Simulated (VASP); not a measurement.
Here is a VASP 6.6.1 calculation.

The input INCAR:

```
SYSTEM = Ru
  ALGO = Fast
  EDIFF = 1E-6
  ENCUT = 520
  GGA = PS
  ISIF = 2
  ISMEAR = 0
  LASPH = .True.
  LCHARG = .True.
  LELF = .True.
  LREAL = .False.
  LVHAR = .True.
  LWAVE = .False.
  NBANDS = 21
  NELM = 80
  PREC = Accurate
  SIGMA = 0.15
```

KPOINTS

```
k-points
0
Gamma
  18 18 10
  0 0 0
```

The input POSCAR:

```
Ru
1.0
    2.6896847532      0.0000000000      0.0000000000
   -1.3448423766      2.3293353245      0.0000000000
    0.0000000000      0.0000000000      4.2523798378
Ru
2
Direct
    0.2812826237      0.6666666667      0.2500000000
    0.7187173763      0.3333333333      0.7500000000
```

Potentials or basis: VASP PAW PBE potentials, release 64 (Ru_pv).

The run is started by

```sh
$ cat potpaw_PBE.64/Ru_pv/POTCAR > POTCAR
$ mpirun -np 1 vasp_std > vasp.out
```

(1) What does it give for the band gap on the k mesh?

(2) Predict the pressure.

(3) Estimate the largest force.

## Answers

(1) zero (bands 14 and 15 overlap by 3.09 eV).

(2) 3.9 GPa.

(3) 2.009 eV/Å.

Caveat: the cell differs from its parent crystal (atoms displaced along a vibrational mode); the stress differs along the axes, from 1 to 9 GPa; the PAW data sets were made with another functional, which shifts forces and pressure a little.
